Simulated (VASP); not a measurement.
# CuSi16 (a cell with a defect) in VASP: a series of runs

The runs below take CuSi16 (a cell with a defect) through single point, with LDA.

All numbers are computed with VASP 6.6.1; they aren't measurements. Logs are shortened: lines on timing, memory, paths and dates and some standing lists are left out, and cuts for length are marked.

### 1 The cell of the first run

The cell holds a defect, 17 atoms: a = 7.679 Å, b = 7.679 Å, c = 7.679 Å, α = 60.00°, β = 60.00°, γ = 60.00°.

### 2 Single point, LDA

File INCAR:

```
PREC     = Accurate       # precision mode
ENCUT    = 520            # plane-wave cutoff, eV
EDIFF    = 1E-6           # SCF threshold, eV
ISMEAR   = 0              # smearing method
SIGMA    = 0.05           # smearing width, eV
LREAL    = Auto         
LASPH    = True           # aspherical terms in the spheres
NELM     = 80             # most SCF steps
ALGO     = Normal         # electronic algorithm
ISIF     = 2              # what is computed and relaxed
LWAVE    = False          # write WAVECAR
LCHARG   = False          # write CHGCAR
GGA      = CA             # functional
NELECT   = 74.0         
NBANDS   = 52             # bands
```

File KPOINTS:

```
regular mesh
0
Gamma
  2 2 2
```

File POSCAR:

```
CuSi16
1.0
    0.0000000000      5.4300000000      5.4300000000
    5.4300000000      0.0000000000      5.4300000000
    5.4300000000      5.4300000000      0.0000000000
Si Cu
16 1
Direct
    0.0321421816     -0.0095598721     -0.0100924467
    0.1309315329      0.1274976961      0.1268352753
   -0.0065317751      0.0081220857      0.5000454607
    0.1322732535      0.1245770781      0.6165673600
   -0.0065009627      0.5006727543      0.0074369573
    0.1323035815      0.6171229874      0.1239641901
   -0.0051702390      0.4977522203      0.4971745735
    0.0936228191      0.6348080282      0.6340995314
    0.5020738901      0.0055264529      0.0048060176
    0.6600169619      0.1115792792      0.1110949783
    0.5029444674      0.0097334077      0.4829182882
    0.6227857045      0.1418476072      0.6148967855
    0.5029867677      0.4834019470      0.0091101217
    0.6228281341      0.6155133410      0.1410927749
    0.4657458040      0.5136686004      0.5129141021
    0.6236877393      0.6197222682      0.6192012898
    0.5629277392      0.8126076183      0.8119930405
```

Potentials or basis: VASP PAW LDA potentials, release 64 (Si, Cu).

Launch:

```
cat potpaw_LDA.64/Si/POTCAR potpaw_LDA.64/Cu/POTCAR > POTCAR
mpirun -np 1 vasp_std > vasp.out
```

OUTCAR:

```text
PREC = Accurate
   ENCUT = 520
   EDIFF = 1E-6
   ISMEAR = 0
   LREAL = Auto
   LASPH = True
   NELM = 80
   ISIF = 2
   GGA = CA
   NELECT = 74.0

 ion  position               nearest neighbor table
   1  0.032  0.990  0.990-  10 2.33   2 2.34   6 2.35   4 2.35
   2  0.131  0.127  0.127-   9 2.33   5 2.34   3 2.34   1 2.34
   3  0.993  0.008  0.500-  12 2.33   4 2.33   2 2.34   8 2.35
   4  0.132  0.125  0.617-  11 2.33   3 2.33   7 2.34   1 2.35
   5  0.993  0.501  0.007-  14 2.33   6 2.33   2 2.34   8 2.35
   6  0.132  0.617  0.124-  13 2.33   5 2.33   7 2.34   1 2.35
   7  0.995  0.498  0.497-  16 2.33   4 2.34   6 2.34   8 2.34
   8  0.094  0.635  0.634-  15 2.33   7 2.34   3 2.35   5 2.35
   9  0.502  0.006  0.005-  17 2.33   2 2.33  10 2.33  12 2.45  14 2.45
  10  0.660  0.112  0.111-   9 2.33   1 2.33  13 2.34  11 2.34
  11  0.503  0.010  0.483-   4 2.33  10 2.34  17 2.35  12 2.41  16 2.45
  12  0.623  0.142  0.615-   3 2.33  15 2.34  17 2.35  11 2.41   9 2.45
  13  0.503  0.483  0.009-   6 2.33  10 2.34  17 2.35  14 2.41  16 2.45
  14  0.623  0.616  0.141-   5 2.33  15 2.34  17 2.35  13 2.41   9 2.45
  15  0.466  0.514  0.513-  16 2.33   8 2.33  12 2.34  14 2.34
  16  0.624  0.620  0.619-  17 2.33   7 2.33  15 2.33  13 2.45  11 2.45
  17  0.563  0.813  0.812-  16 2.33   9 2.33  14 2.35  11 2.35  12 2.35  13 2.35

  LATTYP: Found a face centered cubic cell.
 ALAT       =    10.8600000000

  Lattice vectors:

 A1 = (   0.0000000000,   5.4300000000,   5.4300000000)
 A2 = (   5.4300000000,   0.0000000000,   5.4300000000)
 A3 = (   5.4300000000,   5.4300000000,   0.0000000000)

Analysis of symmetry for initial positions (statically):
=====================================================================
 Subroutine PRICEL returns:
 Original cell was already a primitive cell.

 Routine SETGRP: Setting up the symmetry group for a
 face centered cubic supercell.

 Subroutine GETGRP returns: Found  1 space group operations
 (whereof  1 operations were pure point group operations)
 out of a pool of 48 trial point group operations.

The static configuration has the point symmetry C_1 .

Analysis of symmetry for dynamics (positions and initial velocities):
=====================================================================
 Subroutine PRICEL returns:
 Original cell was already a primitive cell.

 Routine SETGRP: Setting up the symmetry group for a
 face centered cubic supercell.

 Subroutine GETGRP returns: Found  1 space group operations
 (whereof  1 operations were pure point group operations)
 out of a pool of 48 trial point group operations.

The dynamic configuration has the point symmetry C_1 .

 Subroutine INISYM returns: Found  1 space group operations
 (whereof  1 operations are pure point group operations),
 and found     1 'primitive' translations

----------------------------------------------------------------------------------------

                                     Primitive cell

  volume of cell :     320.2060

  direct lattice vectors                    reciprocal lattice vectors
     0.000000000  5.430000000  5.430000000    -0.092081031  0.092081031  0.092081031
     5.430000000  0.000000000  5.430000000     0.092081031 -0.092081031  0.092081031
     5.430000000  5.430000000  0.000000000     0.092081031  0.092081031 -0.092081031

  length of vectors
     7.679179644  7.679179644  7.679179644     0.159489025  0.159489025  0.159489025

  position of ions in fractional coordinates (direct lattice)
     0.032142182  0.990440128  0.989907553
     0.130931533  0.127497696  0.126835275
     0.993468225  0.008122086  0.500045461
     0.132273254  0.124577078  0.616567360
     0.993499037  0.500672754  0.007436957
     0.132303581  0.617122987  0.123964190
[... 9 lines left out ...]
     0.623687739  0.619722268  0.619201290
     0.562927739  0.812607618  0.811993040

  ion indices of the primitive-cell ions
   primitive index   ion index
                 1           1
                 2           2
                 3           3
                 4           4
                 5           5
                 6           6
[... 9 lines left out ...]
                16          16
                17          17

----------------------------------------------------------------------------------------

 KPOINTS: regular mesh

Automatic generation of k-mesh.
 Grid dimensions read from file:
 generate k-points for:    2    2    2

 Generating k-lattice:

  Cartesian coordinates                     Fractional coordinates (reciprocal lattice)
    -0.046040516  0.046040516  0.046040516     0.500000000  0.000000000  0.000000000
     0.046040516 -0.046040516  0.046040516     0.000000000  0.500000000  0.000000000
     0.046040516  0.046040516 -0.046040516     0.000000000  0.000000000  0.500000000

  Length of vectors
     0.079744512  0.079744512  0.079744512

  Shift w.r.t. Gamma in fractional coordinates (k-lattice)
[... 38 lines left out ...]
   NSW    =      0    number of steps for IOM
   IBRION =     -1    ionic relax: 0-MD 1-quasi-New 2-CG
   NFREE  =      0    steps in history (QN), initial steepest desc. (CG)
   ISIF   =      2    stress and relaxation
   ISYM   =      2    0-nonsym 1-usesym 2-fastsym
   POTIM  = 0.5000    time-step for ionic-motion
   TEBEG  =    0.0;   TEEND  =   0.0 temperature during run
   PSTRESS=    0.0 pullay stress
   NELECT =      74.0000    total number of electrons
   NUPDOWN=      -1.0000    fix difference up-down
   EMIN   =  10.00;   EMAX   =-10.00  energy-range for DOS
   EFERMI =   0.00;   METHOD = LEGACY
   ISMEAR =     0;   SIGMA  =   0.05  broadening in eV -4-tet -1-fermi 0-gaus
   EFERMI_NEDOS =   21; number of points for ismear=-14 and -15
   IALGO  =     38    algorithm
   IMIX   =      4    mixing-type and parameters
     AMIX     =   0.40;   BMIX     =  1.00
     AMIX_MAG =   1.60;   BMIX_MAG =  1.00
  volume/ion in A,a.u.               =      18.84       127.11
  Fermi-wavevector in a.u.,A,eV,Ry     =   1.004636  1.898488 13.732283  1.009294
  Thomas-Fermi vector in A             =   2.137265
   LORBIT       =      0    0 simple, 1 ext, 2 COOP (PROOUT), +10 PAW based schemes
   GGA     = CA    functional components
   LHFCALC =     F    Hartree Fock is set to
   AEXX    =    0.0000 exact exchange contribution
   IVDW    =     0    specifies the selected vdW correction
   LEPSILON=     F    determine dielectric tensor
   LRPA    =     F    only Hartree local field effects (RPA)
 non-spin polarized calculation
 Gauss-broadening in eV      SIGMA  =   0.05
  energy-cutoff  :      520.00
  volume of cell :      320.21
 maximum number of plane-waves:      8646
 NGX is ok and might be reduce to    60
   NGX = 29   NGY = 29   NGZ = 29

 number of electron      73.9999994 magnetization

 Free energy of the ion-electron system (eV)
  ---------------------------------------------------
  ext. energy  EPLUGINS =         0.00000000
  ---------------------------------------------------
  free energy    TOTEN  =      -103.88051239 eV

  energy without entropy =     -103.87921630  energy(sigma->0) =     -103.87986435

 E-fermi :   6.3069     XC(G=0):  -9.8187

 val. band max:        6.2418385945   @ k =   0.0000   0.0000   0.0000
 cond. band min:       6.3720887012   @ k =   0.0000   0.0000   0.0000
 fundamental gap:      0.1302501067
 Fermi energy:         6.3069415416

 k-point     1 :       0.0000    0.0000    0.0000
  band No.  band energies     occupation
      1      -5.9724      2.00000
      2      -3.6307      2.00000
      3      -3.5891      2.00000
      4      -3.5580      2.00000
      5      -3.5057      2.00000
      6      -2.0295      2.00000
[... 41 lines left out ...]
     48       8.3155      0.00000
     49       8.3802      0.00000

 k-point     2 :       0.5000    0.0000    0.0000
  band No.  band energies     occupation
      1      -5.3645      2.00000
      2      -4.9502      2.00000
      3      -3.3031      2.00000
      4      -3.2620      2.00000
      5      -3.2194      2.00000
      6      -3.1466      2.00000
[... 304 lines left out ...]
 k-point     8 :       0.5000    0.0000    0.5000
  band No.  band energies     occupation
      1      -5.0309      2.00000
      2      -4.7711      2.00000
      3      -3.9958      2.00000
      4      -3.8452      2.00000
      5      -3.8101      2.00000
      6      -3.7748      2.00000
[... 41 lines left out ...]
     48      10.2881      0.00000
     49      10.3384      0.00000
 [bands above 49 left out]

------------------------ aborting loop because EDIFF is reached ----------------------------------------

  FORCE on cell =-STRESS in cart. coord.  units (eV):
  Direction    XX          YY          ZZ          XY          YZ          ZX
  --------------------------------------------------------------------------------------
  -------------------------------------------------------------------------------------
  Total       -8.6319984     -8.7113355     -8.7139288     -0.3601644      1.1415197     -0.3541258
  in kB      -43.1909195    -43.5878893    -43.6008651     -1.8021123      5.7116886     -1.7718977
  external PRESSURE =     -43.4598913 kB  Pullay stress =       0.0000000 kB

 VOLUME and BASIS-vectors are now :
 -----------------------------------------------------------------------------
  energy-cutoff  :      520.00
  volume of cell :      320.21
      direct lattice vectors                 reciprocal lattice vectors
     0.000000000  5.430000000  5.430000000    -0.092081031  0.092081031  0.092081031
     5.430000000  0.000000000  5.430000000     0.092081031 -0.092081031  0.092081031
     5.430000000  5.430000000  0.000000000     0.092081031  0.092081031 -0.092081031

 POSITION                                       TOTAL-FORCE (eV/Angst)
 -----------------------------------------------------------------------------------
     10.75329      5.54973      5.55262         0.001621     -0.000394      0.001922
      1.38103      1.39967      1.40327         0.001644      0.001755     -0.000805
      2.75935      8.10978      5.43864         0.000988     -0.000523      0.004255
      4.02441      4.06620      1.39470        -0.000690     -0.001490     -0.000750
      2.75904      5.43508      8.11335         0.001675      0.002229      0.001083
      4.02410      1.39153      4.06939        -0.000050      0.000853     -0.001669
[... 9 lines left out ...]
      6.72735      6.74889      6.75172        -0.007905     -0.008909     -0.007495
      8.82158      7.46582      7.46916        -0.000060     -0.000260      0.000444
 -----------------------------------------------------------------------------------
    total drift:                               -0.000007     -0.003866     -0.004261

  FREE ENERGIE OF THE ION-ELECTRON SYSTEM (eV)
  ---------------------------------------------------
  free  energy   TOTEN  =      -103.8805123899 eV

  energy  without entropy=     -103.8792163028  energy(sigma->0) =     -103.87986435
```

Run time: 4 min. Hardware: 1 thread of Intel Xeon Platinum 8488C (Sapphire Rapids), shared host; peak memory 0.4 GiB.

What came out:

- Free energy: -103.8805 eV
- Largest force: 0.014 eV/Å

Forces on the atoms (eV/Å):
```
Si   0.002  0.000  0.002
Si   0.002  0.002 -0.001
Si   0.001 -0.001  0.004
Si  -0.001 -0.001 -0.001
Si   0.002  0.002  0.001
Si   0.000  0.001 -0.002
Si  -0.002  0.000  0.001
Si  -0.001 -0.001 -0.003
Si   0.009  0.008  0.007
Si   0.000 -0.003 -0.004
Si  -0.008 -0.006  0.006
Si   0.005 -0.006  0.005
Si  -0.006  0.006 -0.005
Si   0.008  0.006 -0.007
Si  -0.003  0.002  0.002
Si  -0.008 -0.009 -0.007
Cu   0.000  0.000  0.000
```

Caveat: the k points lie up to 0.50 Å⁻¹ apart; the cell carries a net charge on a neutralising background, which shifts energy and pressure; the cell is charged against a uniform background, so pressure and absolute levels hang on convention.

### 3 Single point, LDA

File INCAR:

```
SYSTEM = CuSi16
  PREC = Accurate
  ENCUT = 520
  EDIFF = 1E-6
  ISMEAR = 0
  SIGMA = 0.05
  LREAL = Auto
  LASPH = .True.
  NELM = 60
  ALGO = Normal
  ISIF = 2
  LWAVE = .False.
  LCHARG = .False.
  NELECT = 74.0
  NBANDS = 52
```

File KPOINTS:

```
regular mesh
0
Gamma
  2 2 2
  0 0 0
```

File POSCAR:

```
CuSi16
1.0
    0.0000000000      5.4300000000      5.4300000000
    5.4300000000      0.0000000000      5.4300000000
    5.4300000000      5.4300000000      0.0000000000
Si Cu
16 1
Direct
   -0.0157665652      0.0027300801      0.0069544112
    0.1184355521      0.1221587382      0.1409873913
    0.0114089203     -0.0351468390      0.5123455495
    0.1184601728      0.1221941163      0.6193280725
   -0.0013587805      0.4930347727      0.0096972799
    0.1155068524      0.6318371561      0.1267128770
   -0.0013597589      0.4930702294      0.4994094419
    0.1355740574      0.5924954721      0.6363716166
    0.5060992464      0.0027298985      0.0069556824
    0.6129482523      0.1602829905      0.1138390094
    0.5060598741      0.0027331938      0.4851632468
    0.6400354809      0.1221935574      0.6193277990
    0.4888489126      0.5326982990     -0.0103812563
    0.6259580333      0.6318370799      0.1267128962
    0.5088954468      0.4930698320      0.4994092041
    0.6259439227      0.6318460713      0.6162809960
    0.3125428206      1.0613511016      0.8135834525
```

Potentials or basis: VASP PAW LDA potentials, release 64 (Si, Cu).

Launch:

```
cat potpaw_LDA.64/Si/POTCAR potpaw_LDA.64/Cu/POTCAR > POTCAR
mpirun -np 1 vasp_std > vasp.out
```

Wall time 2.8 min (1 thread of Intel Xeon Platinum 8488C (Sapphire Rapids), shared host); peak memory 0.39 GiB.

Results (log left out):

| Item | Value |
| --- | --- |
| Free energy | -103.8792 eV |
| Largest force | 0.035 eV/Å |

Forces on the atoms (eV/Å):
```
Si  -0.014  0.016 -0.028
Si   0.029 -0.014  0.014
Si  -0.019  0.019 -0.019
Si   0.013 -0.029  0.013
Si  -0.005  0.003 -0.003
Si   0.004 -0.003  0.007
Si  -0.003  0.005 -0.003
Si   0.013 -0.012  0.012
Si  -0.014  0.028 -0.016
Si   0.021 -0.019  0.019
Si  -0.029  0.013 -0.013
Si   0.013 -0.013  0.029
Si  -0.015  0.013 -0.013
Si   0.004 -0.007  0.003
Si  -0.003  0.003 -0.005
Si   0.008 -0.002  0.002
Cu  -0.003 -0.002  0.002
```

Levels at points of the mesh, in eV from the Fermi level:
| k point | band 35 | band 36 | band 37 | band 38 | band 39 | band 40 |
| --- | --- | --- | --- | --- | --- | --- |
| (0.00, 0.00, 0.00) | -0.51 | -0.20 | -0.04 | 0.06 | 0.06 | 0.48 |
| (0.50, 0.00, 0.00) | -0.99 | -0.89 | -0.71 | 0.60 | 0.96 | 1.03 |
| (0.00, 0.50, 0.00) | -0.89 | -0.51 | -0.51 | 0.47 | 0.94 | 1.41 |
| (0.00, 0.00, 0.50) | -0.99 | -0.89 | -0.71 | 0.60 | 0.96 | 1.03 |
| (0.50, 0.50, 0.00) | -1.45 | -1.44 | -1.16 | 0.65 | 0.76 | 1.84 |
| (0.00, 0.50, 0.50) | -1.45 | -1.44 | -1.16 | 0.65 | 0.76 | 1.84 |

Caveat: the k points lie up to 0.50 Å⁻¹ apart; the cell carries a net charge on a neutralising background, which shifts energy and pressure; the cell is charged against a uniform background, so pressure and absolute levels hang on convention.

### 4 Single point, LDA

File INCAR:

```
SYSTEM = CuSi16
PREC     = Accurate       ! precision mode
ENCUT    = 520            ! plane-wave cutoff, eV
EDIFF    = 1E-6           ! SCF threshold, eV
ISMEAR   = 0              ! smearing method
SIGMA    = 0.05           ! smearing width, eV
LREAL    = Auto         
LASPH    = .TRUE.         ! aspherical terms in the spheres
NELM     = 80             ! most SCF steps
ALGO     = Normal         ! electronic algorithm
ISIF     = 2              ! what is computed and relaxed
LWAVE    = .FALSE.        ! write WAVECAR
LCHARG   = .TRUE.         ! write CHGCAR
LELF     = .TRUE.         ! ELF
LVHAR    = .TRUE.       
NELECT   = 74.0         
NBANDS   = 52             ! bands
```

File KPOINTS:

```
Automatic mesh
0
G
  2 2 2
  0 0 0
```

File POSCAR:

```
CuSi16
1.0
    0.0000000000      5.4300000000      5.4300000000
    5.4300000000      0.0000000000      5.4300000000
    5.4300000000      5.4300000000      0.0000000000
Si Cu
16 1
Direct
    0.0321421731     -0.0095598527     -0.0100924494
    0.1309315838      0.1274976980      0.1268352670
   -0.0065318600      0.0081220994      0.5000454880
    0.1322732965      0.1245769797      0.6165674033
   -0.0065010129      0.5006728361      0.0074369245
    0.1323035912      0.6171229282      0.1239641805
   -0.0051701657      0.4977521179      0.4971745856
    0.0936228361      0.6348081031      0.6340994475
    0.5020739411      0.0055264273      0.0048059853
    0.6600170350      0.1115792818      0.1110949355
    0.5029444751      0.0097334254      0.4829183241
    0.6227857274      0.1418476059      0.6148967772
    0.5029867403      0.4834020258      0.0091101289
    0.6228280847      0.6155133517      0.1410927256
    0.4657457643      0.5136686004      0.5129140884
    0.6236876611      0.6197222836      0.6192012891
    0.5629277164      0.8126076427      0.8119930939
```

Launch:

```
cat potpaw_LDA.64/Si/POTCAR potpaw_LDA.64/Cu/POTCAR > POTCAR
mpirun -np 1 vasp_std > vasp.out
```

It took 4 min on 1 thread of Intel Xeon Platinum 8488C (Sapphire Rapids), shared host; peak memory 0.4 GiB.

Results (log left out):

* Free energy: -103.8805 eV
* Largest force: 0.014 eV/Å

Forces in eV/Å, atoms in the order of the input:
```
Si   0.002  0.000  0.002
Si   0.002  0.002 -0.001
Si   0.001 -0.001  0.004
Si  -0.001 -0.001 -0.001
Si   0.002  0.002  0.001
Si   0.000  0.001 -0.002
Si  -0.002  0.000  0.001
Si  -0.001 -0.001 -0.003
Si   0.009  0.008  0.007
Si   0.000 -0.003 -0.004
Si  -0.008 -0.006  0.006
Si   0.005 -0.006  0.005
Si  -0.006  0.006 -0.005
Si   0.008  0.006 -0.007
Si  -0.003  0.002  0.002
Si  -0.008 -0.009 -0.007
Cu   0.000  0.000  0.000
```

Levels at points of the mesh, in eV from the Fermi level:
```
           k point  band 34  band 35  band 36  band 37  band 38  band 39  band 40  band 41
(0.00, 0.00, 0.00)    -1.09    -0.49    -0.18    -0.07     0.07     0.13     0.48     0.51
(0.50, 0.00, 0.00)    -0.88    -0.87    -0.55    -0.43     0.49     0.97     1.43     1.43
(0.00, 0.50, 0.00)    -1.04    -0.97    -0.88    -0.70     0.62     0.98     1.04     1.23
(0.00, 0.00, 0.50)    -1.04    -0.97    -0.88    -0.70     0.62     0.98     1.04     1.23
(0.50, 0.50, 0.50)    -1.04    -0.96    -0.87    -0.66     0.62     0.98     1.06     1.26
(0.50, 0.50, 0.00)    -1.65    -1.44    -1.42    -1.15     0.67     0.78     1.86     2.04
(0.00, 0.50, 0.50)    -1.65    -1.44    -1.44    -1.10     0.67     0.77     1.85     2.05
(0.50, 0.00, 0.50)    -1.65    -1.44    -1.42    -1.15     0.67     0.78     1.86     2.04
```

Caveat: the k points lie up to 0.50 Å⁻¹ apart; the cell carries a net charge on a neutralising background, which shifts energy and pressure; the cell is charged against a uniform background, so pressure and absolute levels hang on convention.
